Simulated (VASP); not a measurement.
MnO2:

```
Mn O
1.0
     2.87681    0.00000    0.00000
    -1.43840    2.49139    0.00000
     0.00000    0.00000    5.44645
Mn O
1 2
Direct
  0.00000 0.00000 0.00000
  0.33333 0.66667 0.17537
  0.66667 0.33333 0.82463
```

Base run:

| Quantity | Value |
| --- | --- |
| Program | VASP 6.6.1 |
| Functional | PBE |
| Potentials or basis | VASP PAW PBE potentials, release 64 (Mn_sv, O) |
| Cutoff | 700 eV |
| k mesh | 14 × 14 × 6 |
| Occupations | gaussian, width 0.05 eV |
| Spin | collinear spin, ferromagnetic start |
| Starting moments | [3.0, 0.0, 0.0] μB |

Its results: band gap on the k mesh 1.02 eV (least direct gap 1.07 eV); pressure -0.5 GPa; net moment 3.00 μB per cell; site moments Mn +2.74; O +0.04 μB; largest force 0.020 eV/Å.

Problem. The run is repeated on the same cell with these changes: functional from PBE to revPBE. What comes out?

Solution. Band gap on the k mesh 1.11 eV (least direct gap 1.16 eV); pressure 2.5 GPa; net moment 3.00 μB per cell; site moments Mn +2.76; O +0.03 μB; largest force 0.193 eV/Å.

revPBE binds less tightly than PBE, so the same cell stands under more pressure.

Caveats: a cell with one magnetic atom can't hold antiferromagnetic order, which such compounds often take; the PAW data sets were made with another functional, which shifts forces and pressure a little (at least some runs).

A k mesh can miss the band edges.
